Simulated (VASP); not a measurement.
The system is HgH3.

```
CELL_PARAMETERS angstrom
5.08304 0.00000 0.00000
-2.54152 4.40204 0.00000
0.00000 0.00000 3.68414
ATOMIC_POSITIONS crystal
Hg 0.00000 0.00000 0.00000
H 0.00000 0.00000 0.50000
H 0.66667 0.33333 0.39782
H 0.66667 0.33333 0.60218
```

The cell was generated, and may not be a known phase.

| Property | Result |
| --- | --- |
| Program | VASP 6.6.1 |
| Task | relaxation of cell and atoms |
| Functional | PBE |
| Potentials or basis | VASP PAW PBE potentials, release 64 (Hg_sv_GW, H) |
| Cutoff | 550 eV |
| k mesh | 6 × 6 × 6 |
| Occupations | gaussian, width 0.1 eV |
| Spin | no spin polarisation |

At the start: pressure 1.3 GPa; volume 20.61 Å³/atom.

Task: Where does the relaxation end?

Result: Over 5 steps the energy falls by 6.9 meV/atom and the volume is 21.28 Å³/atom (+3.3 %); space group P-6m2 (No. 187, to 0.1 Å) before and after.

The path:
```
step  energy change (eV)  largest force (eV/Å)  pressure (GPa)  volume (Å³)
   1              0.0000                0.0368            1.27        82.44
   2             -0.0192                0.6244            0.04        84.39
   3             -0.0193                0.5834            0.12        84.26
   4             -0.0259                0.3237            0.11        85.51
   5             -0.0276                0.0266            0.10        85.12
```

Final structure:
```cif
data_structure
_symmetry_space_group_name_H-M 'P 1'
_symmetry_Int_Tables_number 1
_cell_length_a 5.0883
_cell_length_b 5.0883
_cell_length_c 3.7964
_cell_angle_alpha 90.000
_cell_angle_beta 90.000
_cell_angle_gamma 120.000
_cell_volume 85.12
loop_
_atom_site_label
_atom_site_type_symbol
_atom_site_fract_x
_atom_site_fract_y
_atom_site_fract_z
_atom_site_occupancy
Hg1 Hg 0.00000 0.00000 0.00000 1
H1 H 0.00000 0.00000 0.50000 1
H2 H 0.66667 0.33333 0.40090 1
H3 H 0.66667 0.33333 0.59910 1
```

Caveat: an odd number of electrons without spin polarisation forces a metal; a magnetic or distorted state may lie lower.
